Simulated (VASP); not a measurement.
# Cu (Fd-3m) in VASP: further runs, part 2 of 2

VASP 6.6.1. The steps go on from the part before.

**3. Relaxation of cell and atoms, PBE, target pressure 20 GPa, at which the enthalpy is minimised**

The input, INCAR:

```
PREC = Accurate
ENCUT = 600
EDIFF = 1E-7
ISMEAR = -1
SIGMA = 0.05
LREAL = False
LASPH = True
NELM = 80
ALGO = Normal
ISIF = 3
LWAVE = False
LCHARG = False
GGA = PE
IBRION = 2
NSW = 80
EDIFFG = -0.01
PSTRESS = 200.0
```

The input, KPOINTS:

```
Automatic mesh
0
Gamma
  14 14 14
```

The input, POSCAR:

```
Cu
1.0
    0.0000000000      2.4850000000      2.4850000000
    2.4850000000      0.0000000000      2.4850000000
    2.4850000000      2.4850000000      0.0000000000
Cu
2
Direct
    0.0000000000      0.0000000000      0.0000000000
    0.2500000000      0.2500000000      0.2500000000
```

Potentials or basis: VASP PAW PBE potentials, release 64 (Cu).

Launch:

```sh
> cat potpaw_PBE.64/Cu/POTCAR > POTCAR
> mpirun -np 1 vasp_std > vasp.out
```

OUTCAR:

```text
PREC = Accurate
   ENCUT = 600
   EDIFF = 1E-7
   ISMEAR = -1
   LREAL = False
   LASPH = True
   NELM = 80
   ISIF = 3
   GGA = PE
   IBRION = 2
   NSW = 80
   EDIFFG = -0.01
   PSTRESS = 200.0

 ion  position               nearest neighbor table
   1  0.000  0.000  0.000-   2 2.15   2 2.15   2 2.15   2 2.15
   2  0.250  0.250  0.250-   1 2.15   1 2.15   1 2.15   1 2.15

  LATTYP: Found a face centered cubic cell.
 ALAT       =     4.9700000000

  Lattice vectors:

 A1 = (   0.0000000000,   2.4850000000,   2.4850000000)
 A2 = (   2.4850000000,   0.0000000000,   2.4850000000)
 A3 = (   2.4850000000,   2.4850000000,   0.0000000000)

Analysis of symmetry for initial positions (statically):
=====================================================================
 Subroutine PRICEL returns:
 Original cell was already a primitive cell.

 Routine SETGRP: Setting up the symmetry group for a
 face centered cubic supercell.

 Subroutine GETGRP returns: Found 48 space group operations
 (whereof 24 operations were pure point group operations)
 out of a pool of 48 trial point group operations.

The static configuration has the point symmetry T_d .
 The point group associated with its full space group is O_h .

Analysis of symmetry for dynamics (positions and initial velocities):
=====================================================================
 Subroutine PRICEL returns:
 Original cell was already a primitive cell.

 Routine SETGRP: Setting up the symmetry group for a
 face centered cubic supercell.

 Subroutine GETGRP returns: Found 48 space group operations
 (whereof 24 operations were pure point group operations)
 out of a pool of 48 trial point group operations.

The dynamic configuration has the point symmetry T_d .
 The point group associated with its full space group is O_h .

 Subroutine INISYM returns: Found 48 space group operations
 (whereof 24 operations are pure point group operations),
 and found     1 'primitive' translations

----------------------------------------------------------------------------------------

                                     Primitive cell

  volume of cell :      30.6909

  direct lattice vectors                    reciprocal lattice vectors
     0.000000000  2.485000000  2.485000000    -0.201207243  0.201207243  0.201207243
     2.485000000  0.000000000  2.485000000     0.201207243 -0.201207243  0.201207243
     2.485000000  2.485000000  0.000000000     0.201207243  0.201207243 -0.201207243

  length of vectors
     3.514320702  3.514320702  3.514320702     0.348501169  0.348501169  0.348501169

  position of ions in fractional coordinates (direct lattice)
     0.000000000  0.000000000  0.000000000
     0.250000000  0.250000000  0.250000000

  ion indices of the primitive-cell ions
   primitive index   ion index
                 1           1
                 2           2

----------------------------------------------------------------------------------------

 KPOINTS: Automatic mesh

Automatic generation of k-mesh.
 Grid dimensions read from file:
 generate k-points for:   14   14   14

 Generating k-lattice:
[... 50 lines left out ...]
   NGX,Y,Z   is equivalent  to a cutoff of  13.25, 13.25, 13.25 a.u.
   NGXF,Y,Z  is equivalent  to a cutoff of  26.49, 26.49, 26.49 a.u.
 SYSTEM =  unknown system
   PREC   = accura    normal or accurate (medium, high low for compatibility)
   ISTART =      0    job   : 0-new  1-cont  2-samecut
   ICHARG =      2    charge: 1-file 2-atom 10-const
   ISPIN  =      1    spin polarized calculation?
   LNONCOLLINEAR =      F non collinear calculations
   LSORBIT =      F    spin-orbit coupling
   LASPH  =      T    aspherical Exc in radial PAW
   ENCUT  =  600.0 eV  44.10 Ry    6.64 a.u.   7.02  7.02  7.02*2*pi/ulx,y,z
   NELM   =     80;   NELMIN=  2; NELMDL= -5     # of ELM steps
   EDIFF  = 0.1E-06   stopping-criterion for ELM
   LREAL  =      F    real-space projection
   EDIFFG = -.1E-01   stopping-criterion for IOM
   NSW    =     80    number of steps for IOM
   IBRION =      2    ionic relax: 0-MD 1-quasi-New 2-CG
   NFREE  =      1    steps in history (QN), initial steepest desc. (CG)
   ISIF   =      3    stress and relaxation
   ISYM   =      2    0-nonsym 1-usesym 2-fastsym
   POTIM  = 0.5000    time-step for ionic-motion
   TEBEG  =    0.0;   TEEND  =   0.0 temperature during run
   PSTRESS=  200.0 pullay stress
   NELECT =      22.0000    total number of electrons
   NUPDOWN=      -1.0000    fix difference up-down
   EMIN   =  10.00;   EMAX   =-10.00  energy-range for DOS
   EFERMI =   0.00;   METHOD = LEGACY
   ISMEAR =    -1;   SIGMA  =   0.05  broadening in eV -4-tet -1-fermi 0-gaus
   EFERMI_NEDOS =   21; number of points for ismear=-14 and -15
   IALGO  =     38    algorithm
   IMIX   =      4    mixing-type and parameters
     AMIX     =   0.40;   BMIX     =  1.00
     AMIX_MAG =   1.60;   BMIX_MAG =  1.00
  volume/ion in A,a.u.               =      15.35       103.56
  Fermi-wavevector in a.u.,A,eV,Ry     =   1.465141  2.768714 29.206773  2.146637
  Thomas-Fermi vector in A             =   2.581033
   LORBIT       =      0    0 simple, 1 ext, 2 COOP (PROOUT), +10 PAW based schemes
   GGA     = PE    functional components
   LHFCALC =     F    Hartree Fock is set to
   AEXX    =    0.0000 exact exchange contribution
   IVDW    =     0    specifies the selected vdW correction
   LEPSILON=     F    determine dielectric tensor
   LRPA    =     F    only Hartree local field effects (RPA)
 conjugate gradient relaxation of ions
 non-spin polarized calculation
  energy-cutoff  :      600.00
  volume of cell :       30.69
 maximum number of plane-waves:      1039
   NGX = 13   NGY = 13   NGZ = 13

--------------------------------------- Ionic step        1  -------------------------------------------

 number of electron      22.0000024 magnetization

 Free energy of the ion-electron system (eV)
  ---------------------------------------------------
  ext. energy  EPLUGINS =         0.00000000
  ---------------------------------------------------
  free energy    TOTEN  =        -4.98331151 eV

  energy without entropy =       -4.97746833  energy(sigma->0) =       -4.98038992

------------------------ aborting loop because EDIFF is reached ----------------------------------------

  FORCE on cell =-STRESS in cart. coord.  units (eV):
  Direction    XX          YY          ZZ          XY          YZ          ZX
  --------------------------------------------------------------------------------------
  -------------------------------------------------------------------------------------
  Total        4.1235144      4.1235144      4.1235144      0.0000000      0.0000000      0.0000000
  in kB      215.2627699    215.2627699    215.2627699      0.0000000      0.0000000      0.0000000
  external PRESSURE =      15.2627699 kB  Pullay stress =     200.0000000 kB
[... 63 lines left out ...]
--------------------------------------- Ionic step        3  -------------------------------------------

 number of electron      22.0000027 magnetization

 Free energy of the ion-electron system (eV)
  ---------------------------------------------------
  ext. energy  EPLUGINS =         0.00000000
  ---------------------------------------------------
  free energy    TOTEN  =        -5.02568576 eV

  energy without entropy =       -5.01983928  energy(sigma->0) =       -5.02276252

 E-fermi :   4.6750     XC(G=0): -10.9341

 val. band max:        4.6567606868   @ k =  -0.3571   0.3571   0.0714
 cond. band min:       4.6972065765   @ k =  -0.4286   0.0714   0.0000
 fundamental gap:      0.0404458896
 Fermi energy:         4.6750046336

 k-point     1 :       0.0000    0.0000    0.0000
  band No.  band energies     occupation
      1      -2.8190      2.00000
      2       0.9178      2.00000
      3       0.9178      2.00000
      4       0.9411      2.00000
      5       0.9411      2.00000
      6       0.9411      2.00000
      7       2.3694      2.00000
      8       2.3694      2.00000
      9       2.3694      2.00000
     10       3.2757      2.00000
     11       3.2757      2.00000
     12      15.9955      0.00000
     13      15.9955      0.00000
     14      15.9955      0.00000
[... 401 lines left out ...]
      2       0.5438      2.00000
      3       0.9486      2.00000
      4       0.9875      2.00000
      5       1.1870      2.00000
      6       1.4210      2.00000
      7       1.7977      2.00000
      8       2.5332      2.00000
      9       2.6014      2.00000
     10       3.0741      2.00000
     11       3.3795      2.00000
     12       9.4987      0.00000
     13      11.8173      0.00000
     14      12.9510      0.00000
     15      15.2985      0.00000

 [... further k-points ...]

------------------------ aborting loop because EDIFF is reached ----------------------------------------

  FORCE on cell =-STRESS in cart. coord.  units (eV):
  Direction    XX          YY          ZZ          XY          YZ          ZX
  --------------------------------------------------------------------------------------
  -------------------------------------------------------------------------------------
  Total        3.8723312      3.8723312      3.8723312      0.0000000      0.0000000      0.0000000
  in kB      200.0183557    200.0183557    200.0183557      0.0000000      0.0000000      0.0000000
  external PRESSURE =       0.0183557 kB  Pullay stress =     200.0000000 kB
[... 21 lines left out ...]
  energy  without entropy=       -5.0198392781  energy(sigma->0) =       -5.02276252

  enthalpy is  TOTEN    =        -1.1537099525 eV   P V=        3.8719758077

 reached required accuracy - stopping structural energy minimisation
```

OSZICAR:

```text
N       E                     dE             d eps       ncg     rms          rms(c)
DAV:   1     0.141722656825E+03    0.14172E+03   -0.11895E+04  3144   0.274E+03
[... 27 lines left out ...]
DAV:   1    -0.508312630008E+01   -0.18132E-01   -0.80830E-01  3197   0.225E+01    0.204E+00
DAV:   2    -0.505398266834E+01    0.29144E-01   -0.62586E-01  3540   0.201E+01    0.104E+00
DAV:   3    -0.502695339005E+01    0.27029E-01   -0.12747E-01  3554   0.914E+00    0.256E-01
DAV:   4    -0.502572845259E+01    0.12249E-02   -0.93463E-04  4287   0.371E-01    0.338E-02
DAV:   5    -0.502568833114E+01    0.40121E-04   -0.17717E-04  4513   0.307E-01    0.712E-03
DAV:   6    -0.502568570534E+01    0.26258E-05   -0.33613E-06  3577   0.245E-02    0.443E-04
DAV:   7    -0.502568576016E+01   -0.54821E-07   -0.48944E-08  1945   0.442E-03
   3 F= -.11537100E+01 E0= -.11507867E+01  d E =-.154343E-02
```

CONTCAR:

```text
Cu
   1.00000000000000
     0.0000000000000000    2.4937968693822894    2.4937968693822894
     2.4937968693822894    0.0000000000000000    2.4937968693822894
     2.4937968693822894    2.4937968693822894    0.0000000000000000
  Cu
     2
Direct
     0.0000000000000000    0.0000000000000000    0.0000000000000000
     0.2500000000000000    0.2500000000000000    0.2500000000000000

  0.00000000E+00  0.00000000E+00  0.00000000E+00
  0.00000000E+00  0.00000000E+00  0.00000000E+00
```

Wall time 3.2 min (1 thread of Intel Xeon 8259CL, shared host); peak memory 0.19 GiB.

Results:

| Property | Result |
| --- | --- |
| Free energy | -5.0257 eV |
| Relaxed volume | 15.51 Å³/atom |
| Relaxed cell | a = 3.527 Å, b = 3.527 Å, c = 3.527 Å, α = 60.00°, β = 60.00°, γ = 60.00° |
| Space group after relaxing (to 0.1 Å) | Fd-3m (No. 227) |
| Energy change on relaxing (the run minimises the enthalpy) | -21.2 meV/atom |
| Ionic steps | 3 |
| Pressure after relaxing | 20.0 GPa |
| Band gap on the k mesh | zero (bands 11 and 12 overlap by 1.06 eV) |

The path:
```csv
step,energy change (eV),largest force (eV/Å),pressure (GPa),volume (Å³)
1,0.0000,0.0000,21.53,30.69
2,-0.0817,0.0000,18.56,31.34
3,-0.0424,0.0000,20.00,31.02
```

Final structure:
```
CELL_PARAMETERS angstrom
0.00000 2.49380 2.49380
2.49380 0.00000 2.49380
2.49380 2.49380 0.00000
ATOMIC_POSITIONS crystal
Cu 0.00000 0.00000 0.00000
Cu 0.25000 0.25000 0.25000
```

Levels at points of the mesh, in eV from the Fermi level:
| k point | band 9 | band 10 | band 11 | band 12 | band 13 | band 14 |
| --- | --- | --- | --- | --- | --- | --- |
| (0.00, 0.00, 0.00) | -2.31 | -1.40 | -1.40 | 11.32 | 11.32 | 11.32 |
| (0.50, 0.00, 0.00) | -2.01 | -1.53 | -1.53 | -0.32 | 8.08 | 8.08 |
| (0.50, 0.50, 0.00) | -1.40 | -1.40 | 0.28 | 0.28 | 3.95 | 3.95 |

Caveat: the cell is relaxed towards a set pressure, so the run minimises the enthalpy, not the energy.
